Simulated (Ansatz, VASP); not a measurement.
# Na: VASP beside Ansatz

File INCAR:

```
PREC = Accurate
ENCUT = 520
EDIFF = 1E-7
ISMEAR = 0
SIGMA = 0.15
LREAL = F
LASPH = T
NELM = 80
ALGO = Fast
ISIF = 2
LWAVE = F
LCHARG = T
GGA = PE
LELF = T
LVHAR = T
NBANDS = 10
```

File KPOINTS:

```
Automatic mesh
0
Gamma
  18 18 18
```

The input POSCAR:

```
Na
1.0
   -1.6302800879      2.1464305404      2.1464305404
    2.1464305404     -1.6302800879      2.1464305404
    2.1464305404      2.1464305404     -1.6302800879
Na
1
Direct
    0.0000000000      0.0000000000      0.0000000000
```

Input for Ansatz:

```yaml
crystal:
  lattice:
    - [-1.6302800879, 2.1464305404, 2.1464305404]
    - [2.1464305404, -1.6302800879, 2.1464305404]
    - [2.1464305404, 2.1464305404, -1.6302800879]
  atoms:
    - { symbol: Na, position: [0.0, 0.0, 0.0] }
basis:
  ecutwfc: 420
kpoints:
  mp_grid: { grid: [18, 18, 18] }
hamiltonian:
  xc: pbe
scf:
  occupations: { method: gaussian, width: 0.15 }
output:
  forces: true
  stress: true
  eigenvalues: true
```

Alike in both runs: task single point; functional PBE; k mesh 18 × 18 × 18; occupations gaussian, width 0.15 eV; no spin polarisation.

|  | VASP | Ansatz |
| --- | --- | --- |
| version | VASP 6.6.1 | Ansatz 0.2.0 |
| potentials or method | VASP PAW PBE potentials, release 64 (Na_pv), cutoff 520 eV | scalar-relativistic, plane waves, PAW |
| valence electrons in the cell | 7 | 9 |

|  | VASP | Ansatz | Ansatz less VASP |
| --- | --- | --- | --- |
| gap on the k mesh at the Fermi level (eV) | none | none | - |
| pressure (GPa) | 0.1 | 0.1 | +0.01 |
| traceless stress, the component that is largest in VASP (GPa) | -0.54 | -0.54 | +0.002 |

A gap of «none» marks a metal or a gap that the smearing closes. VASP's potentials hold 7 valence electrons a cell and Ansatz's 9, so a difference there can come from the potentials and not from the codes.
